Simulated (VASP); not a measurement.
# TiC (I4mm) in VASP: a series of runs

The runs below take TiC through single point, with PBEsol.

All numbers are computed with VASP 6.6.1; they aren't measurements. Logs are shortened: lines on timing, memory, paths and dates and some standing lists are left out, and cuts for length are marked.

### Step 1. The cell of the first run

Symmetry: I4mm, No. 107, tetragonal system. The conventional cell has a = 3.060 Å, b = 3.060 Å, c = 4.328 Å, α = 90.00°, β = 90.00°, γ = 90.00°. Within 2.6 Å of Ti (site symmetry 4mm) lie 6 C at 1.96 to 2.36 Å. Within 2.6 Å of C (site symmetry 4mm) lie 6 Ti at 1.96 to 2.36 Å.

### Step 2. Single point, PBEsol

Input file INCAR:

```
SYSTEM = TiC
PREC = Accurate ; ENCUT = 520
EDIFF = 1E-7 ; ISMEAR = 0
SIGMA = 0.15 ; LREAL = .False.
LASPH = .True. ; NELM = 60
ALGO = Normal ; ISIF = 2
LWAVE = .False. ; LCHARG = .True.
GGA = PS ; LELF = .True.
LVHAR = .True. ; NBANDS = 15
```

Input file KPOINTS:

```
Automatic mesh
0
Gamma
  18 18 18
  0 0 0
```

Input file POSCAR:

```
TiC
1.0
    0.0000000000      2.1640000000      2.1640000000
    2.1640000000      0.0000000000      2.1640000000
    2.1640000000      2.1640000000      0.0000000000
Ti C
1 1
Direct
    0.0462107209      0.0462107209     -0.0462107209
    0.5000000000      0.5000000000      0.5000000000
```

Potentials or basis: VASP PAW PBE potentials, release 64 (Ti_sv, C).

The run is started by

```
cat potpaw_PBE.64/Ti_sv/POTCAR potpaw_PBE.64/C/POTCAR > POTCAR
mpirun -np 1 vasp_std > vasp.out
```

OUTCAR:

```text
SYSTEM = TiC
   PREC = Accurate
   ENCUT = 520
   EDIFF = 1E-7
   ISMEAR = 0
   LREAL = .False.
   LASPH = .True.
   NELM = 60
   ISIF = 2
   GGA = PS

 ion  position               nearest neighbor table
   1  0.046  0.046  0.954-   2 1.96   2 2.17   2 2.17   2 2.17   2 2.17   2 2.36
   2  0.500  0.500  0.500-   1 1.96   1 2.17   1 2.17   1 2.17   1 2.17   1 2.36

  LATTYP: Found a face centered cubic cell.
 ALAT       =     4.3280000000

  Lattice vectors:

 A1 = (   0.0000000000,   2.1640000000,   2.1640000000)
 A2 = (   2.1640000000,   0.0000000000,   2.1640000000)
 A3 = (   2.1640000000,   2.1640000000,   0.0000000000)

Analysis of symmetry for initial positions (statically):
=====================================================================
 Subroutine PRICEL returns:
 Original cell was already a primitive cell.

 Routine SETGRP: Setting up the symmetry group for a
 face centered cubic supercell.

 Subroutine GETGRP returns: Found  8 space group operations
 (whereof  8 operations were pure point group operations)
 out of a pool of 48 trial point group operations.

The static configuration has the point symmetry C_4v.

Analysis of symmetry for dynamics (positions and initial velocities):
=====================================================================
 Subroutine PRICEL returns:
 Original cell was already a primitive cell.

 Routine SETGRP: Setting up the symmetry group for a
 face centered cubic supercell.

 Subroutine GETGRP returns: Found  8 space group operations
 (whereof  8 operations were pure point group operations)
 out of a pool of 48 trial point group operations.

The dynamic configuration has the point symmetry C_4v.

 Subroutine INISYM returns: Found  8 space group operations
 (whereof  8 operations are pure point group operations),
 and found     1 'primitive' translations

----------------------------------------------------------------------------------------

                                     Primitive cell

  volume of cell :      20.2676

  direct lattice vectors                    reciprocal lattice vectors
     0.000000000  2.164000000  2.164000000    -0.231053604  0.231053604  0.231053604
     2.164000000  0.000000000  2.164000000     0.231053604 -0.231053604  0.231053604
     2.164000000  2.164000000  0.000000000     0.231053604  0.231053604 -0.231053604

  length of vectors
     3.060358149  3.060358149  3.060358149     0.400196582  0.400196582  0.400196582

  position of ions in fractional coordinates (direct lattice)
     0.046210721  0.046210721  0.953789279
     0.500000000  0.500000000  0.500000000

  ion indices of the primitive-cell ions
   primitive index   ion index
                 1           1
                 2           2

----------------------------------------------------------------------------------------

 KPOINTS: Automatic mesh

Automatic generation of k-mesh.
 Grid dimensions read from file:
 generate k-points for:   18   18   18

 Generating k-lattice:

  Cartesian coordinates                     Fractional coordinates (reciprocal lattice)
    -0.012836311  0.012836311  0.012836311     0.055555556  0.000000000  0.000000000
     0.012836311 -0.012836311  0.012836311     0.000000000  0.055555556  0.000000000
     0.012836311  0.012836311 -0.012836311     0.000000000  0.000000000  0.055555556

  Length of vectors
     0.022233143  0.022233143  0.022233143

  Shift w.r.t. Gamma in fractional coordinates (k-lattice)
     0.000000000  0.000000000  0.000000000

 Subroutine IBZKPT returns following result:
 ===========================================

 Found    480 irreducible k-points:

 Following reciprocal coordinates:
            Coordinates               Weight
  0.000000  0.000000  0.000000      1.000000
  0.055556  0.000000  0.000000      8.000000
  0.111111  0.000000  0.000000      8.000000
  0.166667  0.000000  0.000000      8.000000
  0.222222  0.000000  0.000000      8.000000
  0.277778  0.000000  0.000000      8.000000
[... 16 lines left out ...]
  0.388889  0.055556  0.000000      8.000000
  0.000000  0.388889  0.055556     16.000000
 [... further k-points ...]
   k-points           NKPTS =    480   k-points in BZ     NKDIM =    480   number of bands    NBANDS=     15
   number of dos      NEDOS =    301   number of ions     NIONS =      2
   total plane-waves  NPLWV =  13824
   dimension x,y,z NGX =    24 NGY =   24 NGZ =   24
   dimension x,y,z NGXF=    48 NGYF=   48 NGZF=   48
   ions per type =               1   1
   NGX,Y,Z   is equivalent  to a cutoff of  13.04, 13.04, 13.04 a.u.
   NGXF,Y,Z  is equivalent  to a cutoff of  26.07, 26.07, 26.07 a.u.
 SYSTEM =  TiC
   PREC   = accura    normal or accurate (medium, high low for compatibility)
   ISTART =      0    job   : 0-new  1-cont  2-samecut
   ICHARG =      2    charge: 1-file 2-atom 10-const
   ISPIN  =      1    spin polarized calculation?
   LNONCOLLINEAR =      F non collinear calculations
   LSORBIT =      F    spin-orbit coupling
   LASPH  =      T    aspherical Exc in radial PAW
   ENCUT  =  520.0 eV  38.22 Ry    6.18 a.u.   5.69  5.69  5.69*2*pi/ulx,y,z
   NELM   =     60;   NELMIN=  2; NELMDL= -5     # of ELM steps
   EDIFF  = 0.1E-06   stopping-criterion for ELM
   LREAL  =      F    real-space projection
   EDIFFG = 0.1E-05   stopping-criterion for IOM
   NSW    =      0    number of steps for IOM
   IBRION =     -1    ionic relax: 0-MD 1-quasi-New 2-CG
   NFREE  =      0    steps in history (QN), initial steepest desc. (CG)
   ISIF   =      2    stress and relaxation
   ISYM   =      2    0-nonsym 1-usesym 2-fastsym
   POTIM  = 0.5000    time-step for ionic-motion
   TEBEG  =    0.0;   TEEND  =   0.0 temperature during run
   PSTRESS=    0.0 pullay stress
   NELECT =      16.0000    total number of electrons
   NUPDOWN=      -1.0000    fix difference up-down
   EMIN   =  10.00;   EMAX   =-10.00  energy-range for DOS
   EFERMI =   0.00;   METHOD = LEGACY
   ISMEAR =     0;   SIGMA  =   0.15  broadening in eV -4-tet -1-fermi 0-gaus
   EFERMI_NEDOS =   21; number of points for ismear=-14 and -15
   IALGO  =     38    algorithm
   IMIX   =      4    mixing-type and parameters
     AMIX     =   0.40;   BMIX     =  1.00
     AMIX_MAG =   1.60;   BMIX_MAG =  1.00
  volume/ion in A,a.u.               =      10.13        68.39
  Fermi-wavevector in a.u.,A,eV,Ry     =   1.513030  2.859212 31.147275  2.289260
  Thomas-Fermi vector in A             =   2.622876
   LORBIT       =      0    0 simple, 1 ext, 2 COOP (PROOUT), +10 PAW based schemes
   GGA     = PS    functional components
   LHFCALC =     F    Hartree Fock is set to
   AEXX    =    0.0000 exact exchange contribution
   IVDW    =     0    specifies the selected vdW correction
   LEPSILON=     F    determine dielectric tensor
   LRPA    =     F    only Hartree local field effects (RPA)
 non-spin polarized calculation
 Gauss-broadening in eV      SIGMA  =   0.15
  energy-cutoff  :      520.00
  volume of cell :       20.27
 maximum number of plane-waves:       568
   NGX = 11   NGY = 11   NGZ = 11

 number of electron      16.0000001 magnetization

 Free energy of the ion-electron system (eV)
  ---------------------------------------------------
  ext. energy  EPLUGINS =         0.00000000
  ---------------------------------------------------
  free energy    TOTEN  =       -19.60755884 eV

  energy without entropy =      -19.60597778  energy(sigma->0) =      -19.60676831

 E-fermi :   9.3707     XC(G=0): -12.8527

 val. band max:        9.3438620640   @ k =   0.0000  -0.0556   0.0556
 cond. band min:       9.3725695624   @ k =   0.3889   0.3333   0.0556
 fundamental gap:      0.0287074983
 Fermi energy:         9.3706898473

 k-point     1 :       0.0000    0.0000    0.0000
  band No.  band energies     occupation
      1     -46.9834      2.00000
      2     -23.1179      2.00000
      3     -23.1179      2.00000
      4     -23.1131      2.00000
      5      -3.0126      2.00000
      6       9.2071      1.87712
      7       9.2071      1.87711
      8       9.4564      0.41931
      9       9.9981      0.00000
     10      11.0692      0.00000
     11      11.9426      0.00000
     12      11.9426      0.00000
     13      12.9684      0.00000
     14      19.6600      0.00000
     15      23.1037      0.00000

 k-point     2 :       0.0556    0.0000    0.0000
  band No.  band energies     occupation
      1     -46.9812      2.00000
      2     -23.1331      2.00000
      3     -23.1195      2.00000
      4     -23.1157      2.00000
      5      -2.9420      2.00000
      6       8.8193      2.00000
      7       9.1170      1.98324
      8       9.5669      0.06436
      9      10.0204      0.00000
     10      10.7884      0.00000
     11      11.8071      0.00000
     12      12.4131      0.00000
     13      13.2893      0.00000
     14      19.7891      0.00000
     15      23.1506      0.00000

 k-point     3 :       0.1111    0.0000    0.0000
  band No.  band energies     occupation
      1     -46.9746      2.00000
      2     -23.1794      2.00000
      3     -23.1240      2.00000
      4     -23.1204      2.00000
      5      -2.7337      2.00000
      6       8.1939      2.00000
      7       8.8065      2.00000
      8       9.2997      1.49667
      9      10.1738      0.00000
     10      10.5812      0.00000
     11      11.7341      0.00000
     12      13.2218      0.00000
     13      13.9296      0.00000
     14      20.1177      0.00000
     15      23.2327      0.00000
[... 343 lines left out ...]
 k-point    23 :       0.3889    0.0556    0.0000
  band No.  band energies     occupation
      1     -46.9179      2.00000
      2     -23.5516      2.00000
      3     -23.1713      2.00000
      4     -23.1615      2.00000
      5      -0.4221      2.00000
      6       4.5931      2.00000
      7       6.7338      2.00000
      8       6.8760      2.00000
      9      11.5563      0.00000
     10      12.0245      0.00000
     11      12.9613      0.00000
     12      16.3167      0.00000
     13      16.7337      0.00000
     14      19.4523      0.00000
     15      24.5730      0.00000

 k-point    24 :       0.0000    0.3889    0.0556
  band No.  band energies     occupation
      1     -46.9180      2.00000
      2     -23.5511      2.00000
      3     -23.1689      2.00000
      4     -23.1636      2.00000
      5      -0.4278      2.00000
      6       4.5793      2.00000
      7       6.6750      2.00000
      8       6.9837      2.00000
      9      11.5622      0.00000
     10      11.9568      0.00000
     11      12.8908      0.00000
     12      16.4341      0.00000
     13      16.8367      0.00000
     14      19.3021      0.00000
     15      24.7997      0.00000

 [... further k-points ...]

------------------------ aborting loop because EDIFF is reached ----------------------------------------

  FORCE on cell =-STRESS in cart. coord.  units (eV):
  Direction    XX          YY          ZZ          XY          YZ          ZX
  --------------------------------------------------------------------------------------
  -------------------------------------------------------------------------------------
  Total       -0.6585200     -0.6585200      0.9458261      0.0000000      0.0000000      0.0000000
  in kB      -52.0568413    -52.0568413     74.7687446      0.0000000      0.0000000      0.0000000
  external PRESSURE =      -9.7816460 kB  Pullay stress =       0.0000000 kB

 VOLUME and BASIS-vectors are now :
 -----------------------------------------------------------------------------
  energy-cutoff  :      520.00
  volume of cell :       20.27
      direct lattice vectors                 reciprocal lattice vectors
     0.000000000  2.164000000  2.164000000    -0.231053604  0.231053604  0.231053604
     2.164000000  0.000000000  2.164000000     0.231053604 -0.231053604  0.231053604
     2.164000000  2.164000000  0.000000000     0.231053604  0.231053604 -0.231053604

 POSITION                                       TOTAL-FORCE (eV/Angst)
 -----------------------------------------------------------------------------------
      2.16400      2.16400      0.20000         0.000000      0.000000     -1.986128
      2.16400      2.16400      2.16400         0.000000      0.000000      1.986128
 -----------------------------------------------------------------------------------
    total drift:                               -0.000000     -0.000000      0.000072

  FREE ENERGIE OF THE ION-ELECTRON SYSTEM (eV)
  ---------------------------------------------------
  free  energy   TOTEN  =       -19.6075588441 eV

  energy  without entropy=      -19.6059777771  energy(sigma->0) =      -19.60676831
```

Run time: 2.1 min. Hardware: 1 thread of AMD EPYC 7R13 (Zen 3), shared host; peak memory 0.23 GiB.

What came out:

| Property | Result |
| --- | --- |
| Free energy | -19.6076 eV |
| Pressure | -1.0 GPa |
| Largest force | 1.986 eV/Å |
| Band gap on the k mesh | zero (bands 8 and 9 overlap by 1.04 eV) |

Forces in eV/Å, atoms in the order of the input:
```
Ti   0.000  0.000 -1.986
C    0.000  0.000  1.986
```

Levels at points of the mesh, in eV from the Fermi level:
| k point | band 6 | band 7 | band 8 | band 9 | band 10 | band 11 |
| --- | --- | --- | --- | --- | --- | --- |
| (0.00, 0.00, 0.00) | -0.16 | -0.16 | 0.09 | 0.63 | 1.70 | 2.57 |
| (0.50, 0.00, 0.00) | -5.89 | -2.91 | -2.86 | 2.81 | 2.91 | 4.09 |
| (0.50, 0.50, 0.00) | -3.33 | -1.74 | -0.06 | -0.06 | 2.72 | 3.49 |
| (0.00, 0.50, 0.50) | -3.50 | -2.45 | -0.30 | 0.81 | 3.12 | 3.48 |

Caveat: the cell differs from its parent crystal (all Ti atoms moved -0.200 Å, as atom 1 towards its neighbour atom 2 (C) at 2.164 Å); the stress differs along the axes, from -5 to 7 GPa; the PAW data sets were made with another functional, which shifts forces and pressure a little.

### Step 3. Single point, PBEsol

Input file INCAR:

```
PREC = Accurate
ENCUT = 520
EDIFF = 1E-7
ISMEAR = 0
SIGMA = 0.15
LREAL = F
LASPH = T
NELM = 80
ALGO = Normal
ISIF = 2
LWAVE = F
LCHARG = T
GGA = PS
LELF = T
LVHAR = T
NBANDS = 15
```

Input file KPOINTS:

```
regular mesh
0
Gamma
  18 18 18
```

Edit POSCAR of step 2 so:

```diff
@@ -8,3 +8,3 @@
 Direct
-    0.0462107209      0.0462107209     -0.0462107209
+   -0.0346580407     -0.0346580407      0.0346580407
     0.5000000000      0.5000000000      0.5000000000
```

Potentials or basis: VASP PAW PBE potentials, release 64 (Ti_sv, C).

The run is started by

```
cat potpaw_PBE.64/Ti_sv/POTCAR potpaw_PBE.64/C/POTCAR > POTCAR
mpirun -np 1 vasp_std > vasp.out
```

It took 2.3 min on 1 thread of AMD EPYC 7R13 (Zen 3), shared host; peak memory 0.23 GiB.

Results (log left out):

```yaml
Free_energy: -19.6916 eV
Pressure: -3.2 GPa
Largest_force: 1.396 eV/Å
Band_gap_on_the_k_mesh: zero (bands 8 and 9 overlap by 1.18 eV)
```

Forces on the atoms (eV/Å):
```
Ti   0.000  0.000  1.396
C    0.000  0.000 -1.396
```

Stress tensor (GPa, compression positive):
```
-5.38  0.00  0.00
 0.00 -5.38  0.00
 0.00  0.00  1.28
```

Levels at points of the mesh, in eV from the Fermi level:
| k point | band 5 | band 6 | band 7 | band 8 | band 9 | band 10 | band 11 | band 12 |
| --- | --- | --- | --- | --- | --- | --- | --- | --- |
| (0.00, 0.00, 0.00) | -12.41 | 0.08 | 0.08 | 0.44 | 0.61 | 1.68 | 2.25 | 2.25 |
| (0.50, 0.00, 0.00) | -8.91 | -5.92 | -2.94 | -2.91 | 2.83 | 2.89 | 4.07 | 7.21 |
| (0.50, 0.50, 0.00) | -10.10 | -3.41 | -1.74 | -0.08 | -0.08 | 2.70 | 3.48 | 3.48 |
| (0.00, 0.50, 0.50) | -10.09 | -3.51 | -2.20 | -0.22 | 0.47 | 2.93 | 3.47 | 3.48 |

Caveat: the cell differs from its parent crystal (all Ti atoms moved +0.150 Å, as atom 1 towards its neighbour atom 2 (C) at 2.164 Å); the stress differs along the axes, from -5 to 1 GPa; the PAW data sets were made with another functional, which shifts forces and pressure a little.

The gap in the log of VASP goes by the Fermi energy; the results here count the filled bands.